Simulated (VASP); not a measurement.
Here is a VASP 6.6.1 calculation.

File INCAR:

```
  PREC = Accurate
  ENCUT = 520
  EDIFF = 1E-6
  ISMEAR = 0
  SIGMA = 0.1
  LREAL = False
  LASPH = True
  NELM = 60
  ALGO = Normal
  ISIF = 2
  LWAVE = False
  LCHARG = True
  GGA = PS
  LELF = True
  LVHAR = True
  NBANDS = 60
```

Contents of KPOINTS:

```
regular mesh
0
Gamma
  6 6 6
```

Contents of POSCAR:

```
TaN
1.0
    2.5902356694     -4.4864197831      0.0000000000
   -5.1804713389      0.0000000000      0.0000000000
    0.0000000000      0.0000000000     -5.7884536121
Ta N
6 6
Direct
    0.3333333333      0.6666666667      0.2500000000
    0.3333333333      0.6666666667      0.7500000000
    0.6666666667      0.3333333333      0.2500000000
    0.6666666667      0.3333333333      0.7500000000
    1.0000000000      1.0000000000      0.5000000000
    1.0000000000      1.0000000000      0.0000000000
    1.0000000000      0.6067041463      0.5000000000
    1.0000000000      0.6067041463      0.0000000000
    0.3932958537      0.3932958537      0.5000000000
    0.3932958537      0.3932958537      0.0000000000
    0.6067041463      1.0000000000      0.5000000000
    0.6067041463      1.0000000000      0.0000000000
```

Potentials or basis: VASP PAW PBE potentials, release 64 (Ta_pv, N).

Command:

```sh
$ cat potpaw_PBE.64/Ta_pv/POTCAR potpaw_PBE.64/N/POTCAR > POTCAR
$ mpirun -np 1 vasp_std > vasp.out
```

Problem. Predict the pressure.

Solution. 0.9 GPa.

Problem. What does it give for the largest force?

Solution. 0.012 eV/Å.

Forces on the atoms (eV/Å):
```
Ta   0.000  0.000  0.000
Ta   0.000  0.000  0.000
Ta   0.000  0.000  0.000
Ta   0.000  0.000  0.000
Ta   0.000  0.000  0.000
Ta   0.000  0.000  0.000
N    0.012  0.000  0.000
N    0.012  0.000  0.000
N   -0.006 -0.011  0.000
N   -0.006 -0.011  0.000
N   -0.006  0.011  0.000
N   -0.006  0.011  0.000
```

Caveat: the PAW data sets were made with another functional, which shifts forces and pressure a little.
